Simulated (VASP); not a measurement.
# Pt (Im-3m) in VASP: a series of runs

The runs below take Pt through single point, with PBEsol.

All numbers are computed with VASP 6.6.1; they aren't measurements. Logs are shortened: lines on timing, memory, paths and dates and some standing lists are left out, and cuts for length are marked.

### Step 1. The cell of the first run

Symmetry: Im-3m, No. 229, cubic system. The conventional cell has a = 3.168 Å, b = 3.168 Å, c = 3.168 Å, α = 90.00°, β = 90.00°, γ = 90.00°. Pt (site symmetry m-3m) has 14 Pt at 2.74 to 3.17 Å within 3.6 Å.

### Step 2. Single point, PBEsol

The input, INCAR:

```
SYSTEM = Pt
  ALGO = Normal
  EDIFF = 1E-6
  ENCUT = 520
  GGA = PS
  ISIF = 2
  ISMEAR = 0
  LASPH = .TRUE.
  LCHARG = .FALSE.
  LREAL = .FALSE.
  LWAVE = .FALSE.
  NBANDS = 11
  NELM = 100
  PREC = Accurate
  SIGMA = 0.1
```

The input, KPOINTS:

```
k-points
0
G
  13 13 13
  0 0 0
```

The input, POSCAR:

```
Pt
1.0
   -1.5842200000      1.5842200000      1.5842200000
    1.5842200000     -1.5842200000      1.5842200000
    1.5842200000      1.5842200000     -1.5842200000
Pt
1
Direct
    0.0000000000      0.0000000000      0.0000000000
```

Potentials or basis: VASP PAW PBE potentials, release 64 (Pt).

The run is started by

```bash
$ cat potpaw_PBE.64/Pt/POTCAR > POTCAR
$ mpirun -np 1 vasp_std > vasp.out
```

OUTCAR:

```text
SYSTEM = Pt
   EDIFF = 1E-6
   ENCUT = 520
   GGA = PS
   ISIF = 2
   ISMEAR = 0
   LASPH = .TRUE.
   LREAL = .FALSE.
   NELM = 100
   PREC = Accurate

 ion  position               nearest neighbor table
   1  0.000  0.000  0.000-

  LATTYP: Found a body centered cubic cell.
 ALAT       =     3.1684400000

  Lattice vectors:

 A1 = (  -1.5842200000,   1.5842200000,   1.5842200000)
 A2 = (   1.5842200000,  -1.5842200000,   1.5842200000)
 A3 = (   1.5842200000,   1.5842200000,  -1.5842200000)

Analysis of symmetry for initial positions (statically):
=====================================================================
 Subroutine PRICEL returns:
 Original cell was already a primitive cell.

 Routine SETGRP: Setting up the symmetry group for a
 body centered cubic supercell.

 Subroutine GETGRP returns: Found 48 space group operations
 (whereof 48 operations were pure point group operations)
 out of a pool of 48 trial point group operations.

The static configuration has the point symmetry O_h .

Analysis of symmetry for dynamics (positions and initial velocities):
=====================================================================
 Subroutine PRICEL returns:
 Original cell was already a primitive cell.

 Routine SETGRP: Setting up the symmetry group for a
 body centered cubic supercell.

 Subroutine GETGRP returns: Found 48 space group operations
 (whereof 48 operations were pure point group operations)
 out of a pool of 48 trial point group operations.

The dynamic configuration has the point symmetry O_h .

 Subroutine INISYM returns: Found 48 space group operations
 (whereof 48 operations are pure point group operations),
 and found     1 'primitive' translations

----------------------------------------------------------------------------------------

                                     Primitive cell

  volume of cell :      15.9040

  direct lattice vectors                    reciprocal lattice vectors
    -1.584220000  1.584220000  1.584220000     0.000000000  0.315612731  0.315612731
     1.584220000 -1.584220000  1.584220000     0.315612731  0.000000000  0.315612731
     1.584220000  1.584220000 -1.584220000     0.315612731  0.315612731  0.000000000

  length of vectors
     2.743949530  2.743949530  2.743949530     0.446343804  0.446343804  0.446343804

  position of ions in fractional coordinates (direct lattice)
     0.000000000  0.000000000  0.000000000

  ion indices of the primitive-cell ions
   primitive index   ion index
                 1           1

----------------------------------------------------------------------------------------

 KPOINTS: k-points

Automatic generation of k-mesh.
 Grid dimensions read from file:
 generate k-points for:   13   13   13

 Generating k-lattice:

  Cartesian coordinates                     Fractional coordinates (reciprocal lattice)
     0.000000000  0.024277902  0.024277902     0.076923077  0.000000000  0.000000000
     0.024277902  0.000000000  0.024277902     0.000000000  0.076923077  0.000000000
     0.024277902  0.024277902  0.000000000     0.000000000  0.000000000  0.076923077

  Length of vectors
     0.034334139  0.034334139  0.034334139

  Shift w.r.t. Gamma in fractional coordinates (k-lattice)
     0.000000000  0.000000000  0.000000000

 Subroutine IBZKPT returns following result:
 ===========================================

 Found     84 irreducible k-points:

 Following reciprocal coordinates:
            Coordinates               Weight
  0.000000  0.000000  0.000000      1.000000
  0.076923  0.000000  0.000000     12.000000
  0.153846  0.000000  0.000000     12.000000
  0.230769  0.000000  0.000000     12.000000
  0.307692  0.000000  0.000000     12.000000
  0.384615  0.000000  0.000000     12.000000
[... 16 lines left out ...]
  0.153846  0.076923  0.076923     24.000000
  0.230769  0.076923  0.076923     24.000000
 [... further k-points ...]
   k-points           NKPTS =     84   k-points in BZ     NKDIM =     84   number of bands    NBANDS=     11
   number of dos      NEDOS =    301   number of ions     NIONS =      1
   total plane-waves  NPLWV =   8000
   dimension x,y,z NGX =    20 NGY =   20 NGZ =   20
   dimension x,y,z NGXF=    40 NGYF=   40 NGZF=   40
   ions per type =               1
   NGX,Y,Z   is equivalent  to a cutoff of  12.12, 12.12, 12.12 a.u.
   NGXF,Y,Z  is equivalent  to a cutoff of  24.23, 24.23, 24.23 a.u.
 SYSTEM =  Pt
   PREC   = accura    normal or accurate (medium, high low for compatibility)
   ISTART =      0    job   : 0-new  1-cont  2-samecut
   ICHARG =      2    charge: 1-file 2-atom 10-const
   ISPIN  =      1    spin polarized calculation?
   LNONCOLLINEAR =      F non collinear calculations
   LSORBIT =      F    spin-orbit coupling
   LASPH  =      T    aspherical Exc in radial PAW
   ENCUT  =  520.0 eV  38.22 Ry    6.18 a.u.   5.10  5.10  5.10*2*pi/ulx,y,z
   NELM   =    100;   NELMIN=  2; NELMDL= -5     # of ELM steps
   EDIFF  = 0.1E-05   stopping-criterion for ELM
   LREAL  =      F    real-space projection
   EDIFFG = 0.1E-04   stopping-criterion for IOM
   NSW    =      0    number of steps for IOM
   IBRION =     -1    ionic relax: 0-MD 1-quasi-New 2-CG
   NFREE  =      0    steps in history (QN), initial steepest desc. (CG)
   ISIF   =      2    stress and relaxation
   ISYM   =      2    0-nonsym 1-usesym 2-fastsym
   POTIM  = 0.5000    time-step for ionic-motion
   TEBEG  =    0.0;   TEEND  =   0.0 temperature during run
   PSTRESS=    0.0 pullay stress
   NELECT =      10.0000    total number of electrons
   NUPDOWN=      -1.0000    fix difference up-down
   EMIN   =  10.00;   EMAX   =-10.00  energy-range for DOS
   EFERMI =   0.00;   METHOD = LEGACY
   ISMEAR =     0;   SIGMA  =   0.10  broadening in eV -4-tet -1-fermi 0-gaus
   EFERMI_NEDOS =   21; number of points for ismear=-14 and -15
   IALGO  =     38    algorithm
   IMIX   =      4    mixing-type and parameters
     AMIX     =   0.40;   BMIX     =  1.00
     AMIX_MAG =   1.60;   BMIX_MAG =  1.00
  volume/ion in A,a.u.               =      15.90       107.33
  Fermi-wavevector in a.u.,A,eV,Ry     =   1.402510  2.650360 26.763132  1.967035
  Thomas-Fermi vector in A             =   2.525265
   LORBIT       =      0    0 simple, 1 ext, 2 COOP (PROOUT), +10 PAW based schemes
[... 45 lines left out ...]
  band No.  band energies     occupation
      1       0.6445      2.00000
      2       6.3496      2.00000
      3       6.4416      2.00000
      4       6.6330      2.00000
      5       8.8182      2.00000
      6       8.9422      2.00000
      7      27.0910      0.00000
      8      27.1582      0.00000
      9      27.3380      0.00000
     10      34.3425      0.00000
     11      34.8272      0.00000

 k-point     3 :       0.1538    0.0000    0.0000
  band No.  band energies     occupation
      1       1.3200      2.00000
      2       6.1016      2.00000
      3       6.4198      2.00000
      4       7.1876      2.00000
      5       8.5933      2.00000
      6       8.9668      2.00000
      7      27.0062      0.00000
      8      27.0664      0.00000
      9      28.3387      0.00000
     10      32.5602      0.00000
     11      32.6572      0.00000

 k-point     4 :       0.2308    0.0000    0.0000
  band No.  band energies     occupation
      1       2.2680      2.00000
      2       5.7722      2.00000
      3       6.4330      2.00000
      4       8.0503      2.00000
      5       8.4962      2.00000
      6       9.0193      2.00000
      7      25.0261      0.00000
      8      26.2319      0.00000
      9      29.8572      0.00000
     10      32.0007      0.00000
     11      32.1753      0.00000

 k-point     5 :       0.3077    0.0000    0.0000
  band No.  band energies     occupation
      1       3.0759      2.00000
      2       5.4448      2.00000
      3       6.8823      2.00000
      4       8.5984      2.00000
      5       9.0993      2.00000
      6       9.1071      2.00000
      7      21.9246      0.00000
      8      24.9254      0.00000
      9      29.3318      0.00000
     10      31.6771      0.00000
     11      32.9156      0.00000

 k-point     6 :       0.3846    0.0000    0.0000
  band No.  band energies     occupation
      1       3.3645      2.00000
      2       5.1885      2.00000
      3       8.0750      2.00000
      4       8.8684      2.00000
      5       9.1866      2.00000
      6      10.1478      0.00663
      7      18.8244      0.00000
      8      23.8211      0.00000
      9      27.1183      0.00000
     10      33.4535      0.00000
     11      33.6329      0.00000

 k-point     7 :       0.4615    0.0000    0.0000
  band No.  band energies     occupation
      1       3.3737      2.00000
      2       5.0491      2.00000
      3       8.7105      2.00000
      4       9.2451      2.00000
      5       9.8548      1.84710
      6      10.8357      0.00000
      7      16.4951      0.00000
      8      23.2141      0.00000
      9      25.8213      0.00000
     10      33.8939      0.00000
     11      34.6362      0.00000

 k-point     8 :       0.0769    0.0769    0.0000
  band No.  band energies     occupation
      1       1.1039      2.00000
      2       6.2406      2.00000
      3       6.3345      2.00000
      4       7.0408      2.00000
      5       8.6260      2.00000
      6       8.9773      2.00000
      7      27.0917      0.00000
      8      27.5119      0.00000
      9      27.7262      0.00000
     10      32.2597      0.00000
     11      33.9229      0.00000
[... 141 lines left out ...]
 k-point    19 :       0.3077    0.2308    0.0000
  band No.  band energies     occupation
      1       4.3864      2.00000
      2       5.4768      2.00000
      3       6.6290      2.00000
      4       8.7163      2.00000
      5       9.3797      2.00000
      6      13.5087      0.00000
      7      17.3031      0.00000
      8      20.9600      0.00000
      9      25.8169      0.00000
     10      31.5614      0.00000
     11      33.8629      0.00000

 k-point    20 :       0.3846    0.2308    0.0000
  band No.  band energies     occupation
      1       4.3877      2.00000
      2       5.4517      2.00000
      3       6.8582      2.00000
      4       8.8002      2.00000
      5       9.4888      2.00000
      6      15.1189      0.00000
      7      15.5131      0.00000
      8      20.3298      0.00000
      9      25.7041      0.00000
     10      32.3686      0.00000
     11      32.9344      0.00000

 k-point    21 :       0.3077    0.3077    0.0000
  band No.  band energies     occupation
      1       4.5891      2.00000
      2       5.7791      2.00000
      3       6.3095      2.00000
      4       8.9793      2.00000
      5       9.2927      2.00000
      6      15.1494      0.00000
      7      16.7042      0.00000
      8      18.7788      0.00000
      9      26.1752      0.00000
     10      31.8197      0.00000
     11      32.7214      0.00000

 k-point    22 :       0.0769    0.0769    0.0769
  band No.  band energies     occupation
      1       1.7444      2.00000
      2       6.0444      2.00000
      3       6.0444      2.00000
      4       7.7989      2.00000
      5       8.7809      2.00000
      6       8.7809      2.00000
      7      26.9970      0.00000
      8      26.9970      0.00000
      9      28.0269      0.00000
     10      29.9045      0.00000
     11      34.3164      0.00000

 k-point    23 :       0.1538    0.0769    0.0769
  band No.  band energies     occupation
      1       2.6781      2.00000
      2       5.7029      2.00000
      3       5.9142      2.00000
      4       8.6632      2.00000
      5       8.8471      2.00000
      6       8.9458      2.00000
      7      25.1169      0.00000
      8      25.9842      0.00000
      9      27.3970      0.00000
     10      29.0763      0.00000
     11      35.1589      0.00000

 k-point    24 :       0.2308    0.0769    0.0769
  band No.  band energies     occupation
      1       3.5221      2.00000
      2       5.3938      2.00000
      3       6.1594      2.00000
      4       8.6974      2.00000
      5       9.0888      2.00000
      6      10.1188      0.02120
      7      21.8166      0.00000
      8      24.7131      0.00000
      9      26.1203      0.00000
     10      30.6368      0.00000
     11      36.0670      0.00000

 [... further k-points ...]
[... 5 lines left out ...]
  --------------------------------------------------------------------------------------
  -------------------------------------------------------------------------------------
  Total       -1.1329884     -1.1329884     -1.1329884     -0.0000000     -0.0000000      0.0000000
  in kB     -114.1378201   -114.1378201   -114.1378201     -0.0000000     -0.0000000      0.0000000
  external PRESSURE =    -114.1378201 kB  Pullay stress =       0.0000000 kB

 VOLUME and BASIS-vectors are now :
 -----------------------------------------------------------------------------
  energy-cutoff  :      520.00
  volume of cell :       15.90
      direct lattice vectors                 reciprocal lattice vectors
    -1.584220000  1.584220000  1.584220000     0.000000000  0.315612731  0.315612731
     1.584220000 -1.584220000  1.584220000     0.315612731  0.000000000  0.315612731
     1.584220000  1.584220000 -1.584220000     0.315612731  0.315612731  0.000000000

 POSITION                                       TOTAL-FORCE (eV/Angst)
 -----------------------------------------------------------------------------------
      0.00000      0.00000      0.00000        -0.000000      0.000000      0.000000
 -----------------------------------------------------------------------------------
    total drift:                                0.000000     -0.000000      0.000000

  FREE ENERGIE OF THE ION-ELECTRON SYSTEM (eV)
  ---------------------------------------------------
  free  energy   TOTEN  =        -6.8199540017 eV

  energy  without entropy=       -6.8139312383  energy(sigma->0) =       -6.81694262
```

Wall time 10 s (1 thread of Intel Xeon Platinum 8375C at 2.90GHz (Ice Lake), shared host); peak memory 0.13 GiB.

Results:

```
Free energy            : -6.8200 eV
Pressure               : -11.4 GPa
Band gap on the k mesh : zero (band 5 reaches 10.80 eV, above the bottom of band 6 at 8.78 eV)
```

Caveat: the PAW data sets were made with another functional, which shifts forces and pressure a little; spin-orbit coupling is left out, which moves the levels of the heavy elements.

### Step 3. Single point, PBEsol

This run uses another cell than the first one, of 16.22 Å³/atom, 1.020 times its volume.

The input, INCAR:

```
SYSTEM = Pt
PREC = Accurate
ENCUT = 520
EDIFF = 1E-6
ISMEAR = 0
SIGMA = 0.1
LREAL = .FALSE.
LASPH = .TRUE.
NELM = 80
ALGO = Normal
ISIF = 2
LWAVE = .FALSE.
LCHARG = .TRUE.
GGA = PS
LELF = .TRUE.
LVHAR = .TRUE.
NBANDS = 11
```

The input, KPOINTS:

```
Automatic mesh
0
G
  13 13 13
  0 0 0
```

The input, POSCAR:

```
Pt
1.0
   -1.5947118289      1.5947118289      1.5947118289
    1.5947118289     -1.5947118289      1.5947118289
    1.5947118289      1.5947118289     -1.5947118289
Pt
1
Direct
    0.0000000000      0.0000000000      0.0000000000
```

Potentials or basis: VASP PAW PBE potentials, release 64 (Pt).

The run is started by

```bash
$ cat potpaw_PBE.64/Pt/POTCAR > POTCAR
$ mpirun -np 1 vasp_std > vasp.out
```

It took 8.7 s on 1 thread of Intel Xeon Platinum 8375C at 2.90GHz (Ice Lake), shared host; peak memory 0.15 GiB.

It converged, with:

```
Free energy            : -6.7935 eV
Pressure               : -15.4 GPa
Band gap on the k mesh : zero (band 5 reaches 10.42 eV, above the bottom of band 6 at 8.47 eV)
```

Levels at points of the mesh, in eV from the Fermi level:
| k point | band 2 | band 3 | band 4 | band 5 | band 6 | band 7 | band 8 | band 9 |
| --- | --- | --- | --- | --- | --- | --- | --- | --- |
| (0.00, 0.00, 0.00) | -3.41 | -3.41 | -3.41 | -0.99 | -0.99 | 17.03 | 17.03 | 17.03 |

Caveat: the PAW data sets were made with another functional, which shifts forces and pressure a little; spin-orbit coupling is left out, which moves the levels of the heavy elements.

### Step 4. Single point, PBEsol

This run uses another cell than the first one, of 16.54 Å³/atom, 1.040 times its volume.

The input, INCAR:

```
PREC = Accurate
ENCUT = 520
EDIFF = 1E-6
ISMEAR = 0
SIGMA = 0.1
LREAL = False
LASPH = True
NELM = 80
ALGO = Normal
ISIF = 2
LWAVE = False
LCHARG = False
GGA = PS
NBANDS = 11
```

The input, KPOINTS:

```
Automatic mesh
0
Gamma
  13 13 13
```

The input, POSCAR:

```
Pt
1.0
   -1.6050673907      1.6050673907      1.6050673907
    1.6050673907     -1.6050673907      1.6050673907
    1.6050673907      1.6050673907     -1.6050673907
Pt
1
Direct
    0.0000000000      0.0000000000      0.0000000000
```

The run is started by

```bash
$ cat potpaw_PBE.64/Pt/POTCAR > POTCAR
$ mpirun -np 1 vasp_std > vasp.out
```

Wall time 7.8 s (1 thread of Intel Xeon Platinum 8375C at 2.90GHz (Ice Lake), shared host); peak memory 0.15 GiB.

It converged, with:

```
Free energy            : -6.7598 eV
Pressure               : -18.8 GPa
Band gap on the k mesh : zero (band 5 reaches 10.06 eV, above the bottom of band 6 at 8.18 eV)
```

Levels at points of the mesh, in eV from the Fermi level:
| k point | band 1 | band 2 | band 3 | band 4 | band 5 | band 6 | band 7 | band 8 | band 9 | band 10 |
| --- | --- | --- | --- | --- | --- | --- | --- | --- | --- | --- |
| (0.00, 0.00, 0.00) | -9.16 | -3.31 | -3.31 | -3.31 | -0.96 | -0.96 | 17.02 | 17.02 | 17.02 | 26.48 |

Caveat: the PAW data sets were made with another functional, which shifts forces and pressure a little; spin-orbit coupling is left out, which moves the levels of the heavy elements.

### Step 5. Single point, PBEsol

This run uses another cell than the first one, of 16.86 Å³/atom, 1.060 times its volume.

The input, INCAR:

```
  PREC = Accurate
  ENCUT = 520
  EDIFF = 1E-6
  ISMEAR = 0
  SIGMA = 0.1
  LREAL = F
  LASPH = T
  NELM = 80
  ALGO = Normal
  ISIF = 2
  LWAVE = F
  LCHARG = F
  GGA = PS
  NBANDS = 11
```

KPOINTS is that of step 4.

The input, POSCAR:

```
Pt
1.0
   -1.6152910255      1.6152910255      1.6152910255
    1.6152910255     -1.6152910255      1.6152910255
    1.6152910255      1.6152910255     -1.6152910255
Pt
1
Direct
    0.0000000000      0.0000000000      0.0000000000
```

The run is started by

```bash
$ cat potpaw_PBE.64/Pt/POTCAR > POTCAR
$ mpirun -np 1 vasp_std > vasp.out
```

Run time: 8.3 s. Hardware: 1 thread of Intel Xeon Platinum 8375C at 2.90GHz (Ice Lake), shared host; peak memory 0.14 GiB.

It converged, with:

- Free energy: -6.7197 eV
- Pressure: -21.7 GPa
- Band gap on the k mesh: zero (band 5 reaches 9.71 eV, above the bottom of band 6 at 7.90 eV)

Levels at points of the mesh, in eV from the Fermi level:
```csv
k point,band 1,band 2,band 3,band 4,band 5,band 6,band 7,band 8,band 9,band 10
"(0.00, 0.00, 0.00)",-8.97,-3.22,-3.22,-3.22,-0.93,-0.93,17.01,17.01,17.01,26.12
```

Caveat: the PAW data sets were made with another functional, which shifts forces and pressure a little; spin-orbit coupling is left out, which moves the levels of the heavy elements.

### Step 6. Overview

```tsv
cell	gap on the mesh (eV)	pressure (GPa)
a = 2.744 Å, angles 109.5°, 1 atom	none	-11.4
a = 2.762 Å, angles 109.5°, 1 atom	none	-15.4
a = 2.780 Å, angles 109.5°, 1 atom	none	-18.8
a = 2.798 Å, angles 109.5°, 1 atom	none	-21.7
```

Alike in all rows: task single point; level PBEsol; potentials or basis VASP PAW PBE potentials, release 64 (Pt); no spin polarisation; k mesh 13 × 13 × 13; cutoff (eV) 520; smearing gaussian 0.1 eV.

Caveats: the PAW data sets were made with another functional, which shifts forces and pressure a little; spin-orbit coupling is left out, which moves the levels of the heavy elements.

Absolute energies hang on the potentials; compare differences alone.
